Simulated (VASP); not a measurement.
Al:

```
CELL_PARAMETERS angstrom
2.63000 0.00000 0.00000
0.00000 2.63000 0.00000
0.00000 0.00000 2.63000
ATOMIC_POSITIONS crystal
Al 0.00000 0.00000 0.00000
```

This isn't the form of Al at room conditions, which is fcc.

* Program: VASP 6.6.1
* Task: relaxation of cell and atoms
* Functional: r2SCAN
* Potentials or basis: VASP PAW PBE potentials, release 64 (Al)
* Cutoff: 600 eV
* k mesh: 18 × 18 × 18
* Occupations: gaussian, width 0.05 eV
* Spin: no spin polarisation

At the start: pressure 6.1 GPa; volume 18.19 Å³/atom.

Question: Where does the relaxation end?

Answer: Over 3 steps the energy falls by 28.0 meV/atom and the volume is 19.78 Å³/atom (+8.7 %); space group Pm-3m (No. 221, to 0.1 Å) before and after.

Step by step:
| step | energy change (eV) | largest force (eV/Å) | pressure (GPa) | volume (Å³) |
| --- | --- | --- | --- | --- |
| 1 | 0.0000 | 0.0000 | 6.08 | 18.19 |
| 2 | -0.0272 | 0.0000 | -0.82 | 20.07 |
| 3 | -0.0280 | 0.0000 | 0.01 | 19.78 |

Final structure:
```
Al
1.0
     2.70444    0.00000    0.00000
     0.00000    2.70444    0.00000
     0.00000    0.00000    2.70444
Al
1
Direct
  0.00000 0.00000 0.00000
```

Caveat: the PAW data sets were made with another functional, which shifts forces and pressure a little.
